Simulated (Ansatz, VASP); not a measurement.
## Two plane-wave programs on B4CCl6O

```
CELL_PARAMETERS angstrom
5.40706 3.12176 2.47274
-5.40706 3.12176 2.47274
0.00000 -6.24353 2.47274
ATOMIC_POSITIONS crystal
B 0.30287 0.30287 0.30287
B 0.32054 0.32054 0.05998
B 0.05998 0.32054 0.32054
B 0.32054 0.05998 0.32054
C 0.50507 0.50507 0.50507
Cl 0.11409 0.11409 0.78632
Cl 0.78632 0.11409 0.11409
Cl 0.11409 0.78632 0.11409
Cl 0.54675 0.54675 0.07386
Cl 0.07386 0.54675 0.54675
Cl 0.54675 0.07386 0.54675
O 0.65725 0.65725 0.65725
```

Alike in both runs: task single point; functional r2SCAN; k mesh 4 × 4 × 4; no spin polarisation.

```csv
,VASP,Ansatz
version,VASP 6.6.1,Ansatz 0.2.0
potentials or method,"VASP PAW PBE potentials, release 64 (B, C, Cl, O)","plane waves, PAW"
plane-wave cutoff (eV),520,500
occupations,"gaussian, width 0.01 eV",fixed
valence electrons in the cell,64,64
```

|  | VASP | Ansatz | Ansatz less VASP |
| --- | --- | --- | --- |
| gap on the k mesh at the Fermi level (eV) | 4.50 | 4.47 | -0.029 |
| pressure (GPa) | 0.6 | 0.6 | -0.02 |
| traceless stress, the component that is largest in VASP (GPa) | 0.24 | -0.14 | -0.380 |
| rms of the force components (eV/Å) | 0.250 | 0.022 | -0.2273 |

VASP's potentials were made for PBE, not for r2SCAN. Atom by atom the forces differ by 0.258 eV/Å (rms over components). One of these differences is far larger than is usual between the two programs; its cause wasn't traced.

Noted on VASP's run: the standard files for N, O and F lose accuracy on very short bonds.
